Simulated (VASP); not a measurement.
# ScF6 (P6/mmm) in VASP: a series of runs, part 2 of 2

VASP 6.6.1.

### Step 4. Single point, PBE

This run uses another cell than the first one, of 12.90 Å³/atom.

Contents of INCAR:

```
SYSTEM = ScF6
PREC     = Accurate       ! precision mode
ENCUT    = 600            ! plane-wave cutoff, eV
EDIFF    = 1E-6           ! SCF threshold, eV
ISMEAR   = 0              ! smearing method
SIGMA    = 0.2            ! smearing width, eV
LREAL    = .FALSE.        ! projectors in reciprocal space
LASPH    = .TRUE.         ! aspherical terms in the spheres
NELM     = 120            ! most SCF steps
ALGO     = Normal         ! electronic algorithm
ISIF     = 2              ! what is computed and relaxed
LWAVE    = .FALSE.        ! write WAVECAR
LCHARG   = .FALSE.        ! write CHGCAR
GGA      = PE             ! functional
NBANDS   = 36             ! bands
GGA_COMPAT= .FALSE.
```

Contents of KPOINTS:

```
regular mesh
0
G
  4 4 4
  0 0 0
```

Contents of POSCAR:

```
ScF6
1.0
    4.3106997809     -0.0000000026      0.0000000000
   -2.1553498882      3.7331755197      0.0000000000
    0.0000000000      0.0000000000      5.6114092449
Sc F
1 6
Direct
    0.0000000000      0.0000000000      0.5000000000
    0.5000000000      0.0000000000      0.0000000000
    0.0000000000      0.5000000000      0.0000000000
    0.5000000000      0.5000000000      0.0000000000
    0.5000000000      0.0000000000      0.5000000000
    0.0000000000      0.5000000000      0.5000000000
    0.5000000000      0.5000000000      0.5000000000
```

Potentials or basis: VASP PAW PBE potentials, release 64 (Sc_sv, F).

Command:

```bash
$ cat potpaw_PBE.64/Sc_sv/POTCAR potpaw_PBE.64/F/POTCAR > POTCAR
$ mpirun -np 1 vasp_std > vasp.out
```

OUTCAR:

```text
SYSTEM = ScF6
   PREC = Accurate
   ENCUT = 600
   EDIFF = 1E-6
   ISMEAR = 0
   LREAL = .FALSE.
   LASPH = .TRUE.
   NELM = 120
   ISIF = 2
   GGA = PE

 ion  position               nearest neighbor table
   1  0.000  0.000  0.500-   5 2.16   5 2.16   7 2.16   7 2.16   6 2.16   6 2.16
   2  0.500  0.000  0.000-
   3  0.000  0.500  0.000-
   4  0.500  0.500  0.000-
   5  0.500  0.000  0.500-   1 2.16   1 2.16
   6  0.000  0.500  0.500-   1 2.16   1 2.16
   7  0.500  0.500  0.500-   1 2.16   1 2.16

  LATTYP: Found a hexagonal cell.
 ALAT       =     4.3106997809
 C/A-ratio  =     1.3017397476

  Lattice vectors:

 A1 = (   4.3106997809,  -0.0000000026,   0.0000000000)
 A2 = (  -2.1553498882,   3.7331755197,   0.0000000000)
 A3 = (   0.0000000000,   0.0000000000,   5.6114092449)

Analysis of symmetry for initial positions (statically):
=====================================================================
 Subroutine PRICEL returns:
 Original cell was already a primitive cell.

 Routine SETGRP: Setting up the symmetry group for a
 hexagonal supercell.

 Subroutine GETGRP returns: Found 24 space group operations
 (whereof 24 operations were pure point group operations)
 out of a pool of 24 trial point group operations.

The static configuration has the point symmetry D_6h.

Analysis of symmetry for dynamics (positions and initial velocities):
=====================================================================
 Subroutine PRICEL returns:
 Original cell was already a primitive cell.

 Routine SETGRP: Setting up the symmetry group for a
 hexagonal supercell.

 Subroutine GETGRP returns: Found 24 space group operations
[... 117 lines left out ...]
   IALGO  =     38    algorithm
   IMIX   =      4    mixing-type and parameters
     AMIX     =   0.40;   BMIX     =  1.00
     AMIX_MAG =   1.60;   BMIX_MAG =  1.00
  volume/ion in A,a.u.               =      12.90        87.06
  Fermi-wavevector in a.u.,A,eV,Ry     =   1.370674  2.590198 25.561896  1.878746
  Thomas-Fermi vector in A             =   2.496439
   LORBIT       =      0    0 simple, 1 ext, 2 COOP (PROOUT), +10 PAW based schemes
   GGA     = PE    functional components
   LHFCALC =     F    Hartree Fock is set to
   AEXX    =    0.0000 exact exchange contribution
   IVDW    =     0    specifies the selected vdW correction
   LEPSILON=     F    determine dielectric tensor
   LRPA    =     F    only Hartree local field effects (RPA)
 non-spin polarized calculation
 Gauss-broadening in eV      SIGMA  =   0.20
  energy-cutoff  :      600.00
  volume of cell :       90.30
 maximum number of plane-waves:      3046
 NGX is ok and might be reduce to    36
   NGX = 17   NGY = 17   NGZ = 23

 number of electron      52.9999998 magnetization

 Free energy of the ion-electron system (eV)
  ---------------------------------------------------
  ext. energy  EPLUGINS =         0.00000000
  ---------------------------------------------------
  free energy    TOTEN  =       -27.51904608 eV

  energy without entropy =      -27.39203983  energy(sigma->0) =      -27.45554295

 E-fermi :  -1.3228     XC(G=0):  -9.2296

 val. band max:       -1.4424812992   @ k =   0.5000   0.0000   0.5000
 cond. band min:      -1.3110374838   @ k =   0.2500   0.0000   0.0000
 fundamental gap:      0.1314438154
 Fermi energy:        -1.3228359640

 k-point     1 :       0.0000    0.0000    0.0000
  band No.  band energies     occupation
      1     -51.3269      2.00000
      2     -30.0429      2.00000
      3     -29.7340      2.00000
      4     -29.7340      2.00000
      5     -24.1545      2.00000
      6     -22.9463      2.00000
[... 457 lines left out ...]
     35       8.6886      0.00000
     36      11.4408      0.00000

------------------------ aborting loop because EDIFF is reached ----------------------------------------

  FORCE on cell =-STRESS in cart. coord.  units (eV):
  Direction    XX          YY          ZZ          XY          YZ          ZX
  --------------------------------------------------------------------------------------
  -------------------------------------------------------------------------------------
  Total       -0.0189993     -0.0189993      0.0678606      0.0000000     -0.0000000      0.0000000
  in kB       -0.3370933     -0.3370933      1.2040098      0.0000000     -0.0000000      0.0000000
  external PRESSURE =       0.1766078 kB  Pullay stress =       0.0000000 kB

 VOLUME and BASIS-vectors are now :
 -----------------------------------------------------------------------------
  energy-cutoff  :      600.00
  volume of cell :       90.30
      direct lattice vectors                 reciprocal lattice vectors
     4.310699781 -0.000000003  0.000000000     0.231980897  0.133934233  0.000000000
    -2.155349888  3.733175520  0.000000000     0.000000000  0.267868466  0.000000000
     0.000000000  0.000000000  5.611409245     0.000000000  0.000000000  0.178208353

 POSITION                                       TOTAL-FORCE (eV/Angst)
 -----------------------------------------------------------------------------------
      0.00000      0.00000      2.80570        -0.000000      0.000000      0.000000
      2.15535     -0.00000      0.00000        -0.000000      0.000000      0.000000
     -1.07767      1.86659      0.00000         0.000000      0.000000      0.000000
      1.07767      1.86659      0.00000        -0.000000      0.000000      0.000000
      2.15535     -0.00000      2.80570         0.000000      0.000000      0.000000
     -1.07767      1.86659      2.80570        -0.000000      0.000000      0.000000
      1.07767      1.86659      2.80570        -0.000000      0.000000      0.000000
 -----------------------------------------------------------------------------------
    total drift:                                0.000000      0.000000      0.000000

  FREE ENERGIE OF THE ION-ELECTRON SYSTEM (eV)
  ---------------------------------------------------
  free  energy   TOTEN  =       -27.5190460801 eV

  energy  without entropy=      -27.3920398277  energy(sigma->0) =      -27.45554295
```

stdout:

```text
POSCAR found type information on POSCAR ScF
 POSCAR found :  2 types and       7 ions
 scaLAPACK will be used
 LDA part: xc-table for (Slater+PW92), standard interpolation
 POSCAR, INCAR and KPOINTS ok, starting setup
 FFT: planning ... GRIDC
 FFT: planning ... GRID_SOFT
 FFT: planning ... GRID
 WAVECAR not read
 entering main loop
```

Run time: 76 s. Hardware: 1 thread of Intel Xeon 8259CL, shared host; peak memory 0.25 GiB.

Results:

```yaml
Free_energy: -27.5190 eV
Pressure: 0.0 GPa
Band_gap_on_the_k_mesh: zero (an odd number of electrons rules out a gap without spin polarisation)
```

Caveat: the k points lie up to 0.42 Å⁻¹ apart, too coarse for converged energies and pressures of a metal; an odd number of electrons without spin polarisation forces a metal; a magnetic or distorted state may lie lower.

### Step 5. Summary

```tsv
cell	k mesh	gap on the mesh (eV)	pressure (GPa)	largest force (eV/Å)
a = 4.216, b = 4.216, c = 5.758 Å, angles 90.0, 90.0, 120.0°, 7 atoms, atomic positions A	4 × 4 × 3	none	-0.1	0.02
a = 4.582, b = 4.582, c = 6.714 Å, angles 90.0, 90.0, 120.0°, 7 atoms, atomic positions B	4 × 4 × 3	none	0.4	0.30
a = 4.311, b = 4.311, c = 5.611 Å, angles 90.0, 90.0, 120.0°, 7 atoms, atomic positions C	4 × 4 × 4	none	0.0	-
```

Alike in all rows: task single point; level PBE; potentials or basis VASP PAW PBE potentials, release 64 (Sc_sv, F); no spin polarisation; cutoff (eV) 600; smearing gaussian 0.2 eV.

Caveats: all runs use coarse meshes; an odd number of electrons without spin polarisation forces a metal; a magnetic or distorted state may lie lower.

Total energies depend on the potentials used, so only differences within one code and one set of settings carry meaning.

The gap in the log of VASP goes by the Fermi energy; the results here count the filled bands.